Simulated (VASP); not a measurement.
PbS2, 3 atoms in the cell. It takes space group R-3m (No. 166, trigonal). Conventional cell: a = 3.820 Å, b = 3.820 Å, c = 17.692 Å, α = 90.00°, β = 90.00°, γ = 120.00°. Within 3.5 Å of Pb (site symmetry -3m) lie 6 S at 2.68 Å. Within 3.5 Å of S (site symmetry 3m) lie 3 Pb at 2.68 Å. 

```yaml
Program: VASP 6.6.1
Task: single point
Functional: PBE
Potentials_or_basis: VASP PAW PBE potentials, release 64 (Pb_d, S)
Cutoff: 520 eV
k_mesh: 6 × 6 × 6
Occupations: fermi-dirac, width 0.02 eV
Spin: no spin polarisation
Dipole_correction: no
Further_INCAR_settings: ALGO = Normal; EDIFF = 1e-06; NBANDS = 20
```

Potentials or basis: VASP PAW PBE potentials, release 64 (Pb_d, S).

The run is started by

```console
$ cat potpaw_PBE.64/Pb_d/POTCAR potpaw_PBE.64/S/POTCAR > POTCAR
$ mpirun -np 1 vasp_std > vasp.out
```

Hardware: 1 thread of Intel(R) Xeon(R) 6975P-C (Granite Rapids), with other jobs on the host.

Problem. Estimate the wall time of this run.

Solution. Wall time 45 s on 1 thread of Intel(R) Xeon(R) 6975P-C (Granite Rapids), with other jobs on the host, peak memory 0.32 GiB. Counts: scf iterations 14, k points 32.
